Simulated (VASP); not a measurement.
Runs of VASP 6.6.1 on Os. The structure is that of space group Fd-3m (No. 227), or close to it. The cells are those of the table. This isn't the form of Os at room conditions, which is hcp.

| task | cell | gap on the mesh (eV) | pressure (GPa) |
| --- | --- | --- | --- |
| relaxation of cell and atoms | relaxed to 60 GPa from a = 3.719 Å, angles 60.0°, 2 atoms | none | 59.8 |
| single point | a = 3.687 Å, angles 60.0°, 2 atoms | none | (a) |
| single point | a = 3.928 Å, angles 60.0°, 2 atoms | none | -1.0 |
| relaxation of cell and atoms | relaxed to 40 GPa from a = 3.719 Å, angles 60.0°, 2 atoms | none | 40.0 |
| relaxation of cell and atoms | relaxed to 20 GPa from a = 3.719 Å, angles 60.0°, 2 atoms | none | 20.1 |

Alike in all rows: level PBE; potentials or basis VASP PAW PBE potentials, release 64 (Os); no spin polarisation; k mesh 15 × 15 × 15; cutoff (eV) 600; smearing methfessel-paxton 0.05 eV.

**Question.** Estimate the missing entries.

**Answer.** (a) 57.3.

Caveats: spin-orbit coupling is left out, which moves the levels of the heavy elements; the cell is relaxed towards a set pressure, so the run minimises the enthalpy, not the energy (at least some runs); the cell stands under pressure (at least some runs).

A k mesh can miss the band edges, and the runs leave out spin-orbit coupling on Os.

A gap of «none» marks levels without a gap at the run's occupations.
